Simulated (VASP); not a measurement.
The system is GaF.

```
CELL_PARAMETERS angstrom
0.00000 2.84624 2.84624
2.84624 0.00000 2.84624
2.84624 2.84624 0.00000
ATOMIC_POSITIONS crystal
Ga 0.25000 0.25000 0.25000
F 0.00000 0.00000 0.00000
```

* Program: VASP 6.6.1
* Task: relaxation of cell and atoms
* Functional: HF
* Potentials or basis: VASP PAW PBE potentials, release 64 (Ga_d, F)
* Cutoff: 600 eV
* k mesh: 4 × 4 × 4
* Occupations: fermi-dirac, width 0.05 eV
* Spin: no spin polarisation

At the start: pressure 3.2 GPa; volume 23.06 Å³/atom.

**Question.** How do energy, volume and symmetry change on relaxing?

**Answer.** Over 4 steps the energy falls by 26.7 meV/atom and the volume is 26.06 Å³/atom (+13.0 %); space group F-43m (No. 216, to 0.1 Å) before and after.

Step by step:
```tsv
step	energy change (eV)	largest force (eV/Å)	pressure (GPa)	volume (Å³)
1	0.0000	0.0000	3.20	46.12
2	-0.0426	0.0000	1.25	49.26
3	-0.0529	0.0000	-0.25	52.74
4	-0.0534	0.0000	-0.01	52.13
```

Final structure:
```
CELL_PARAMETERS angstrom
0.00000 2.96490 2.96490
2.96490 0.00000 2.96490
2.96490 2.96490 0.00000
ATOMIC_POSITIONS crystal
Ga 0.25000 0.25000 0.25000
F 0.00000 0.00000 0.00000
```

Caveat: the k points lie up to 0.46 Å⁻¹ apart in the final cell; the PAW data sets were made with another functional, which shifts forces and pressure a little.
